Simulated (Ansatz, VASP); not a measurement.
# BiH2 in VASP and in Ansatz

```
Bi H
1.0
     3.45450    0.00000    0.00000
    -1.72725    2.99168    0.00000
     0.00000    0.00000    5.08187
Bi H
1 2
Direct
  0.00000 0.00000 0.00000
  0.33333 0.66667 0.72000
  0.66667 0.33333 0.28000
```

Alike in both runs: task relaxation of cell and atoms; functional PBE; dispersion D3(BJ); k mesh 6 × 6 × 4; occupations gaussian, width 0.1 eV; no spin polarisation.

|  | VASP | Ansatz |
| --- | --- | --- |
| version | VASP 6.6.1 | Ansatz 0.2.0 |
| potentials or method | VASP PAW PBE potentials, release 64 (Bi_d, H), cutoff 600 eV | scalar-relativistic, plane waves, PAW |
| valence electrons in the cell | 17 | 17 |

|  | VASP | Ansatz | Ansatz less VASP |
| --- | --- | --- | --- |
| gap on the k mesh at the Fermi level, each at its own relaxed structure (eV) | none | none | - |
| relaxed volume (Å³/atom) | 14.01 | 14.04 | +0.031 |
| relaxed length of the cell vector where the two differ most in proportion (Å) | 3.536 | 3.538 | +0.0030 |

A gap of «none» marks a metal or a gap that the smearing closes.

Neither program's run includes spin-orbit coupling. Noted on VASP's run: the volume moved by over 15 % at a fixed basis, so the end points are rough.
